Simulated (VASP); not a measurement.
# N (P6_3/mmc) in VASP: notebook

Runs on N. Level: PBEsol. Tasks: single point.

Everything below comes from runs of VASP 6.6.1. Logs are shortened: lines on timing, memory, paths and dates and some standing lists are left out, and cuts for length are marked.

### 1 The cell of the first run

It takes space group P6_3/mmc (No. 194, hexagonal). The conventional cell has a = 3.834 Å, b = 3.834 Å, c = 6.446 Å, α = 90.00°, β = 90.00°, γ = 120.00°. Within 1.4 Å of N (site symmetry 3m) lie 1 N at 1.02 Å.

### 2 Single point, PBEsol (strain -0.080 along x and y, -0.080 along z)

File INCAR:

```
SYSTEM = N
ALGO     = Normal         ! electronic algorithm
EDIFF    = 1E-6           ! SCF threshold, eV
ENCUT    = 520            ! plane-wave cutoff, eV
GGA      = PS             ! functional
ISIF     = 2              ! what is computed and relaxed
ISMEAR   = 0              ! smearing method
LASPH    = .True.         ! aspherical terms in the spheres
LCHARG   = .True.         ! write CHGCAR
LELF     = .True.         ! ELF
LREAL    = .False.        ! projectors in reciprocal space
LVHAR    = .True.       
LWAVE    = .False.        ! write WAVECAR
NBANDS   = 18             ! bands
NELM     = 60             ! most SCF steps
PREC     = Accurate       ! precision mode
SIGMA    = 0.05           ! smearing width, eV
```

File KPOINTS:

```
k-points
0
Gamma
  6 6 4
  0 0 0
```

File POSCAR:

```
N
1.0
    3.8338541858      0.0000000000      0.0000000000
   -1.9169270929      3.3202151193      0.0000000000
    0.0000000000      0.0000000000      6.4455232292
N
4
Direct
    0.3333333333      0.6666666667      0.3289300400
    0.3333333333      0.6666666667      0.1710699600
    0.6666666667      0.3333333333      0.8289300400
    0.6666666667      0.3333333333      0.6710699600
```

Potentials or basis: VASP PAW PBE potentials, release 64 (N).

Command:

```console
$ cat potpaw_PBE.64/N/POTCAR > POTCAR
$ mpirun -np 1 vasp_std > vasp.out
```

OUTCAR:

```text
SYSTEM = N
   EDIFF = 1E-6
   ENCUT = 520
   GGA = PS
   ISIF = 2
   ISMEAR = 0
   LASPH = .True.
   LREAL = .False.
   NELM = 60
   PREC = Accurate

 ion  position               nearest neighbor table
   1  0.333  0.667  0.329-   2 1.02
   2  0.333  0.667  0.171-   1 1.02
   3  0.667  0.333  0.829-   4 1.02
   4  0.667  0.333  0.671-   3 1.02

  LATTYP: Found a hexagonal cell.
 ALAT       =     3.8338541858
 C/A-ratio  =     1.6812124084

  Lattice vectors:

 A1 = (   3.8338541858,   0.0000000000,   0.0000000000)
 A2 = (  -1.9169270929,   3.3202151193,   0.0000000000)
 A3 = (   0.0000000000,   0.0000000000,   6.4455232292)

Analysis of symmetry for initial positions (statically):
[... 10 lines left out ...]

The static configuration has the point symmetry D_3d.
 The point group associated with its full space group is D_6h.

Analysis of symmetry for dynamics (positions and initial velocities):
[... 10 lines left out ...]

The dynamic configuration has the point symmetry D_3d.
 The point group associated with its full space group is D_6h.

 Subroutine INISYM returns: Found 24 space group operations
[... 5 lines left out ...]
                                     Primitive cell

  volume of cell :      82.0465

  direct lattice vectors                    reciprocal lattice vectors
     3.833854186  0.000000000  0.000000000     0.260834124  0.150592652  0.000000000
    -1.916927093  3.320215119  0.000000000     0.000000000  0.301185304  0.000000000
     0.000000000  0.000000000  6.445523229     0.000000000  0.000000000  0.155146443

  length of vectors
     3.833854186  3.833854186  6.445523229     0.301185304  0.301185304  0.155146443

  position of ions in fractional coordinates (direct lattice)
     0.333333333  0.666666667  0.328930040
     0.333333333  0.666666667  0.171069960
     0.666666667  0.333333333  0.828930040
     0.666666667  0.333333333  0.671069960

  ion indices of the primitive-cell ions
   primitive index   ion index
                 1           1
                 2           2
                 3           3
                 4           4

----------------------------------------------------------------------------------------

 KPOINTS: k-points

Automatic generation of k-mesh.
 Grid dimensions read from file:
 generate k-points for:    6    6    4

 Generating k-lattice:

  Cartesian coordinates                     Fractional coordinates (reciprocal lattice)
     0.043472354  0.025098775  0.000000000     0.166666667  0.000000000  0.000000000
     0.000000000  0.050197551  0.000000000     0.000000000  0.166666667  0.000000000
     0.000000000  0.000000000  0.038786611     0.000000000  0.000000000  0.250000000

  Length of vectors
     0.050197551  0.050197551  0.038786611

  Shift w.r.t. Gamma in fractional coordinates (k-lattice)
     0.000000000  0.000000000  0.000000000

 Subroutine IBZKPT returns following result:
 ===========================================

 Found     21 irreducible k-points:

 Following reciprocal coordinates:
            Coordinates               Weight
  0.000000  0.000000  0.000000      1.000000
  0.166667 -0.000000  0.000000      6.000000
  0.333333  0.000000  0.000000      6.000000
  0.500000 -0.000000  0.000000      3.000000
  0.166667  0.166667  0.000000      6.000000
  0.333333  0.166667  0.000000     12.000000
[... 13 lines left out ...]
  0.333333  0.166667  0.500000     12.000000
  0.333333  0.333333  0.500000      2.000000
   k-points           NKPTS =     21   k-points in BZ     NKDIM =     21   number of bands    NBANDS=     18
   number of dos      NEDOS =    301   number of ions     NIONS =      4
   total plane-waves  NPLWV =  43200
   dimension x,y,z NGX =    30 NGY =   30 NGZ =   48
   dimension x,y,z NGXF=    60 NGYF=   60 NGZF=   96
   ions per type =               4
   NGX,Y,Z   is equivalent  to a cutoff of  13.01, 13.01, 12.38 a.u.
   NGXF,Y,Z  is equivalent  to a cutoff of  26.02, 26.02, 24.76 a.u.
 SYSTEM =  N
   PREC   = accura    normal or accurate (medium, high low for compatibility)
   ISTART =      0    job   : 0-new  1-cont  2-samecut
   ICHARG =      2    charge: 1-file 2-atom 10-const
   ISPIN  =      1    spin polarized calculation?
   LNONCOLLINEAR =      F non collinear calculations
   LSORBIT =      F    spin-orbit coupling
   LASPH  =      T    aspherical Exc in radial PAW
   ENCUT  =  520.0 eV  38.22 Ry    6.18 a.u.   7.13  7.13 11.98*2*pi/ulx,y,z
   NELM   =     60;   NELMIN=  2; NELMDL= -5     # of ELM steps
   EDIFF  = 0.1E-05   stopping-criterion for ELM
   LREAL  =      F    real-space projection
   EDIFFG = 0.1E-04   stopping-criterion for IOM
   NSW    =      0    number of steps for IOM
   IBRION =     -1    ionic relax: 0-MD 1-quasi-New 2-CG
   NFREE  =      0    steps in history (QN), initial steepest desc. (CG)
   ISIF   =      2    stress and relaxation
   ISYM   =      2    0-nonsym 1-usesym 2-fastsym
   POTIM  = 0.5000    time-step for ionic-motion
   TEBEG  =    0.0;   TEEND  =   0.0 temperature during run
   PSTRESS=    0.0 pullay stress
   NELECT =      20.0000    total number of electrons
   NUPDOWN=      -1.0000    fix difference up-down
   EMIN   =  10.00;   EMAX   =-10.00  energy-range for DOS
   EFERMI =   0.00;   METHOD = LEGACY
   ISMEAR =     0;   SIGMA  =   0.05  broadening in eV -4-tet -1-fermi 0-gaus
   EFERMI_NEDOS =   21; number of points for ismear=-14 and -15
   IALGO  =     38    algorithm
   IMIX   =      4    mixing-type and parameters
     AMIX     =   0.40;   BMIX     =  1.00
     AMIX_MAG =   1.60;   BMIX_MAG =  1.00
  volume/ion in A,a.u.               =      20.51       138.42
  Fermi-wavevector in a.u.,A,eV,Ry     =   1.022661  1.932548 14.229443  1.045835
  Thomas-Fermi vector in A             =   2.156352
   LORBIT       =      0    0 simple, 1 ext, 2 COOP (PROOUT), +10 PAW based schemes
   GGA     = PS    functional components
   LHFCALC =     F    Hartree Fock is set to
   AEXX    =    0.0000 exact exchange contribution
   IVDW    =     0    specifies the selected vdW correction
   LEPSILON=     F    determine dielectric tensor
   LRPA    =     F    only Hartree local field effects (RPA)
 non-spin polarized calculation
 Gauss-broadening in eV      SIGMA  =   0.05
  energy-cutoff  :      520.00
  volume of cell :       82.05
 maximum number of plane-waves:      2226
 NGX is ok and might be reduce to    30
   NGX = 15   NGY = 15   NGZ = 23

 number of electron      20.0000004 magnetization

 Free energy of the ion-electron system (eV)
  ---------------------------------------------------
  ext. energy  EPLUGINS =         0.00000000
  ---------------------------------------------------
  free energy    TOTEN  =       -32.33689670 eV

  energy without entropy =      -32.33689670  energy(sigma->0) =      -32.33689670

 E-fermi :  -5.4019     XC(G=0):  -6.6884

 val. band max:       -5.6557639402   @ k =   0.0000   0.0000   0.0000
 cond. band min:       1.7293927978   @ k =   0.3333   0.3333   0.0000
 fundamental gap:      7.3851567380
 Fermi energy:        -5.4018697165

 k-point     1 :       0.0000    0.0000    0.0000
  band No.  band energies     occupation
      1     -25.8873      2.00000
      2     -25.8455      2.00000
      3      -9.7370      2.00000
      4      -8.5055      2.00000
      5      -8.5055      2.00000
      6      -8.3647      2.00000
[... 10 lines left out ...]
     17       8.1603      0.00000
     18      11.5837      0.00000

 k-point     2 :       0.1667   -0.0000    0.0000
  band No.  band energies     occupation
      1     -25.8772      2.00000
      2     -25.8408      2.00000
      3      -9.6324      2.00000
      4      -8.6278      2.00000
      5      -8.5447      2.00000
      6      -8.5409      2.00000
[... 10 lines left out ...]
     17       8.7759      0.00000
     18      10.0077      0.00000

 k-point     3 :       0.3333    0.0000    0.0000
  band No.  band energies     occupation
      1     -25.8570      2.00000
      2     -25.8334      2.00000
      3      -9.3703      2.00000
      4      -8.8841      2.00000
      5      -8.7413      2.00000
      6      -8.6155      2.00000
[... 10 lines left out ...]
     17       8.4130      0.00000
     18       9.8531      0.00000

 k-point     4 :       0.5000   -0.0000    0.0000
  band No.  band energies     occupation
      1     -25.8450      2.00000
      2     -25.8318      2.00000
      3      -9.1657      2.00000
      4      -8.9936      2.00000
      5      -8.8276      2.00000
      6      -8.7239      2.00000
[... 10 lines left out ...]
     17       7.7422      0.00000
     18       9.0248      0.00000

 k-point     5 :       0.1667    0.1667    0.0000
  band No.  band energies     occupation
      1     -25.8626      2.00000
      2     -25.8349      2.00000
      3      -9.4468      2.00000
      4      -8.7863      2.00000
      5      -8.7273      2.00000
      6      -8.5769      2.00000
[... 10 lines left out ...]
     17       8.8294      0.00000
     18       9.6943      0.00000

 k-point     6 :       0.3333    0.1667    0.0000
  band No.  band energies     occupation
      1     -25.8450      2.00000
      2     -25.8316      2.00000
      3      -9.1730      2.00000
      4      -8.9351      2.00000
      5      -8.7979      2.00000
      6      -8.7156      2.00000
[... 244 lines left out ...]
 k-point    18 :       0.5000   -0.0000    0.5000
  band No.  band energies     occupation
      1     -25.8381      2.00000
      2     -25.8381      2.00000
      3      -9.2348      2.00000
      4      -9.2348      2.00000
      5      -8.5781      2.00000
      6      -8.5781      2.00000
[... 10 lines left out ...]
     17       7.6104      0.00000
     18       7.6104      0.00000

 k-point    19 :       0.1667    0.1667    0.5000
  band No.  band energies     occupation
      1     -25.8488      2.00000
      2     -25.8488      2.00000
      3      -9.2207      2.00000
      4      -9.2207      2.00000
      5      -8.5696      2.00000
      6      -8.5696      2.00000
[... 10 lines left out ...]
     17       9.2277      0.00000
     18       9.2277      0.00000

 k-point    20 :       0.3333    0.1667    0.5000
  band No.  band energies     occupation
      1     -25.8383      2.00000
      2     -25.8383      2.00000
      3      -9.2078      2.00000
      4      -9.2078      2.00000
      5      -8.6554      2.00000
      6      -8.6554      2.00000
[... 10 lines left out ...]
     17       8.0785      0.00000
     18       8.0785      0.00000

 k-point    21 :       0.3333    0.3333    0.5000
  band No.  band energies     occupation
      1     -25.8349      2.00000
      2     -25.8349      2.00000
      3      -9.1747      2.00000
      4      -9.1747      2.00000
      5      -8.7388      2.00000
      6      -8.7388      2.00000
[... 10 lines left out ...]
     17       7.6623      0.00000
     18       7.6623      0.00000

------------------------ aborting loop because EDIFF is reached ----------------------------------------

  FORCE on cell =-STRESS in cart. coord.  units (eV):
  Direction    XX          YY          ZZ          XY          YZ          ZX
  --------------------------------------------------------------------------------------
  -------------------------------------------------------------------------------------
  Total        0.1528904      0.1528904     42.0980422      0.0000000     -0.0000000      0.0000000
  in kB        2.9855945      2.9855945    822.0769843      0.0000000     -0.0000000      0.0000000
  external PRESSURE =     276.0160578 kB  Pullay stress =       0.0000000 kB

 VOLUME and BASIS-vectors are now :
 -----------------------------------------------------------------------------
  energy-cutoff  :      520.00
  volume of cell :       82.05
      direct lattice vectors                 reciprocal lattice vectors
     3.833854186  0.000000000  0.000000000     0.260834124  0.150592652  0.000000000
    -1.916927093  3.320215119  0.000000000     0.000000000  0.301185304  0.000000000
     0.000000000  0.000000000  6.445523229     0.000000000  0.000000000  0.155146443

 POSITION                                       TOTAL-FORCE (eV/Angst)
 -----------------------------------------------------------------------------------
     -0.00000      2.21348      2.12013        -0.000000      0.000000     20.626252
     -0.00000      2.21348      1.10264        -0.000000      0.000000    -20.626252
      1.91693      1.10674      5.34289         0.000000     -0.000000     20.626252
      1.91693      1.10674      4.32540         0.000000      0.000000    -20.626252
 -----------------------------------------------------------------------------------
    total drift:                               -0.000000      0.000000     -0.000000

  FREE ENERGIE OF THE ION-ELECTRON SYSTEM (eV)
  ---------------------------------------------------
  free  energy   TOTEN  =       -32.3368966988 eV

  energy  without entropy=      -32.3368966988  energy(sigma->0) =      -32.33689670
```

It took 13 s on 1 thread of AMD EPYC 9R45 (Zen 5), shared host; peak memory 0.15 GiB.

What came out:

```yaml
Free_energy: -32.3369 eV
Pressure: 27.6 GPa
Largest_force: 20.626 eV/Å
Band_gap_on_the_k_mesh: 7.39 eV, indirect (least direct gap 7.89 eV)
```

Forces on the atoms (eV/Å):
```
N     0.000   0.000  20.626
N     0.000   0.000 -20.626
N     0.000   0.000  20.626
N     0.000   0.000 -20.626
```

Levels at points of the mesh, in eV from the valence-band top:
| k point | band 6 | band 7 | band 8 | band 9 | band 10 | band 11 | band 12 | band 13 | band 14 | band 15 |
| --- | --- | --- | --- | --- | --- | --- | --- | --- | --- | --- |
| (0.00, 0.00, 0.00) | -2.71 | -2.71 | -2.69 | -1.81 | 0.00 | 8.64 | 8.64 | 9.39 | 9.39 | 10.63 |
| (0.50, 0.00, 0.00) | -3.07 | -2.99 | -2.75 | -0.90 | -0.34 | 7.58 | 8.17 | 8.75 | 9.56 | 11.72 |
| (0.00, 0.00, 0.50) | -2.78 | -2.78 | -2.78 | -0.69 | -0.69 | 8.99 | 8.99 | 8.99 | 8.99 | 10.63 |
| (0.50, 0.00, 0.50) | -2.92 | -2.88 | -2.88 | -0.68 | -0.68 | 8.14 | 8.14 | 8.81 | 8.81 | 12.82 |

Caveat: the cell differs from its parent crystal (strain -0.080 along x and y, -0.080 along z); the standard files for N, O and F lose accuracy on very short bonds; the PAW data sets were made with another functional, which shifts forces and pressure a little. A k mesh can miss the band edges.

### 3 Single point, PBEsol (strain -0.080 along x and y, -0.040 along z)

File INCAR:

```
SYSTEM = N
  PREC = Accurate
  ENCUT = 520
  EDIFF = 1E-6
  ISMEAR = 0
  SIGMA = 0.05
  LREAL = .FALSE.
  LASPH = .TRUE.
  NELM = 80
  ALGO = Normal
  ISIF = 2
  LWAVE = .FALSE.
  LCHARG = .TRUE.
  GGA = PS
  LELF = .TRUE.
  LVHAR = .TRUE.
  NBANDS = 18
```

File KPOINTS:

```
regular mesh
0
G
  6 6 4
  0 0 0
```

Changes to POSCAR since step 2:

```diff
@@ -4,3 +4,3 @@
    -1.9169270929      3.3202151193      0.0000000000
-    0.0000000000      0.0000000000      6.4455232292
+    0.0000000000      0.0000000000      6.7257633696
 N
```

Potentials or basis: VASP PAW PBE potentials, release 64 (N).

Command:

```console
$ cat potpaw_PBE.64/N/POTCAR > POTCAR
$ mpirun -np 1 vasp_std > vasp.out
```

Run time: 15 s. Hardware: 1 thread of AMD EPYC 9R45 (Zen 5), shared host; peak memory 0.16 GiB.

It converged, with:

```
Free energy            : -33.6554 eV
Pressure               : 12.5 GPa
Largest force          : 9.235 eV/Å
Band gap on the k mesh : 7.07 eV, indirect (least direct gap 7.45 eV)
```

Forces in eV/Å, atoms in the order of the input:
```
N    0.000  0.000  9.235
N    0.000  0.000 -9.235
N    0.000  0.000  9.235
N    0.000  0.000 -9.235
```

Stress tensor (GPa, compression positive):
```
 0.30  0.00  0.00
 0.00  0.30  0.00
 0.00  0.00 37.05
```

Levels at points of the mesh, in eV from the valence-band top:
```tsv
k point	band 8	band 9	band 10	band 11	band 12	band 13
(0.00, 0.00, 0.00)	-2.19	-1.61	0.00	8.18	8.18	8.77
(0.50, 0.00, 0.00)	-2.25	-0.77	-0.27	7.18	7.77	8.14
(0.00, 0.00, 0.50)	-2.25	-0.66	-0.66	8.46	8.46	8.46
(0.50, 0.00, 0.50)	-2.36	-0.59	-0.59	7.67	7.67	8.30
```

Caveat: the cell differs from its parent crystal (strain -0.080 along x and y, -0.040 along z); the standard files for N, O and F lose accuracy on very short bonds; the PAW data sets were made with another functional, which shifts forces and pressure a little.
